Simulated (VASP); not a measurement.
Set up this calculation in VASP 6.6.1, as the native input.

| Property | Result |
| --- | --- |
| Task | single point |
| Functional | PBE |
| Potentials or basis | VASP PAW PBE potentials, release 64 (Na_pv, S) |
| Cutoff | 500 eV |
| k mesh | 6 × 6 × 6 |
| Occupations | gaussian, width 0.02 eV |
| Spin | no spin polarisation |
| Dipole correction | no |
| Further INCAR settings | ALGO = Normal; EDIFF = 1e-06; NBANDS = 17 |

The structure of Na2S lies in POSCAR:

```
Na2S
1.0
    0.0000000000      3.3132175700      3.3132175700
    3.3132175700      0.0000000000      3.3132175700
    3.3132175700      3.3132175700      0.0000000000
Na S
2 1
Direct
    0.2500000000      0.2500000000      0.2500000000
    0.7500000000      0.7500000000      0.7500000000
    0.0000000000      0.0000000000      0.0000000000
```

This cell differs from its parent crystal: strained.

These files were run (other wordings do the same):

INCAR

```
PREC = Accurate
ENCUT = 500
EDIFF = 1E-6
ISMEAR = 0
SIGMA = 0.02
LREAL = False
LASPH = True
NELM = 120
ALGO = Normal
ISIF = 2
LWAVE = False
LCHARG = True
GGA = PE
LELF = True
LVHAR = True
NBANDS = 17
GGA_COMPAT = False
```

KPOINTS

```
regular mesh
0
Gamma
  6 6 6
```

Potentials or basis: VASP PAW PBE potentials, release 64 (Na_pv, S).

Run with:

```sh
$ cat potpaw_PBE.64/Na_pv/POTCAR potpaw_PBE.64/S/POTCAR > POTCAR
$ mpirun -np 1 vasp_std > vasp.out
```

Results of the run:

| Item | Value |
| --- | --- |
| Pressure | -0.7 GPa |
| Band gap on the k mesh | 2.36 eV |

Caveat: the cell differs from its parent crystal (strained).

It took 23 s on 1 thread of AMD EPYC 7R43 64-Core Processor (Zen 3), on a shared host, peak memory 0.16 GiB.
